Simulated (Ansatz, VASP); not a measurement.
Two plane-wave programs on NaCl

```
CELL_PARAMETERS angstrom
0.00000 3.06350 3.06350
3.06350 0.00000 3.06350
3.06350 3.06350 0.00000
ATOMIC_POSITIONS crystal
Na 0.00000 0.00000 0.00000
Cl 0.25000 0.25000 0.25000
```

Change from the starting cell: hydrostatic strain -0.8%.

Alike in both runs: task single point; functional PBE; k mesh 8 × 8 × 8; occupations fermi-dirac, width 0.02 eV; no spin polarisation.

```csv
,VASP,Ansatz
version,VASP 6.6.1,Ansatz 0.2.0
potentials or method,"VASP PAW PBE potentials, release 64 (Na_pv, Cl)","plane waves, PAW"
plane-wave cutoff (eV),520,420
valence electrons in the cell,14,16
```

|  | VASP | Ansatz | Ansatz less VASP |
| --- | --- | --- | --- |
| gap on the k mesh at the Fermi level (eV) | 5.00 | 5.00 | +0.001 |
| pressure (GPa) | 1.2 | 1.2 | +0.01 |

With one functional, cell and mesh, what is left measures potentials, basis and numerics. VASP's potentials hold 14 valence electrons a cell and Ansatz's 16, so a difference there can come from the potentials and not from the codes.
